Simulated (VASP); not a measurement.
Set up this calculation in VASP 6.6.1, as the native input.

```yaml
Task: single point
Functional: PBE
Potentials_or_basis: VASP PAW PBE potentials, release 64 (Pb_d)
Cutoff: 520 eV
k_mesh: 16 × 16 × 16
Occupations: gaussian, width 0.15 eV
Spin: no spin polarisation
Dipole_correction: no
Further_INCAR_settings: ALGO = Fast; EDIFF = 1e-06; NBANDS = 13
```

The structure of Pb lies in POSCAR:

```
Pb
1.0
    0.0000000000      2.4698000000      2.2722160000
    2.4698000000      0.0000000000      2.2722160000
    2.4698000000      2.4698000000      0.0000000000
Pb
1
Direct
    0.0000000000      0.0000000000      0.0000000000
```

This cell differs from its parent crystal: strain +0.000 along x and y, -0.080 along z.

The input as run:

INCAR

```
ALGO = Fast
EDIFF = 1E-6
ENCUT = 520
GGA = PE
ISIF = 2
ISMEAR = 0
LASPH = True
LCHARG = False
LREAL = False
LWAVE = False
NBANDS = 13
NELM = 100
PREC = Accurate
SIGMA = 0.15
```

KPOINTS

```
k-points
0
Gamma
  16 16 16
```

Potentials or basis: VASP PAW PBE potentials, release 64 (Pb_d).

The run is started by

```sh
$ cat potpaw_PBE.64/Pb_d/POTCAR > POTCAR
$ mpirun -np 1 vasp_std > vasp.out
```

Results of the run:

```
Pressure               : 7.9 GPa
Band gap on the k mesh : zero (bands 7 and 8 overlap by 10.06 eV)
```

Caveat: the cell differs from its parent crystal (strain +0.000 along x and y, -0.080 along z); the cell stands under pressure; spin-orbit coupling is left out, which moves the levels of the heavy elements.

It took 2.8 min on 1 thread of Intel(R) Xeon(R) Platinum 8259CL CPU @ 2.50GHz (Skylake/Cascade Lake) (shared host), peak memory 0.25 GiB.
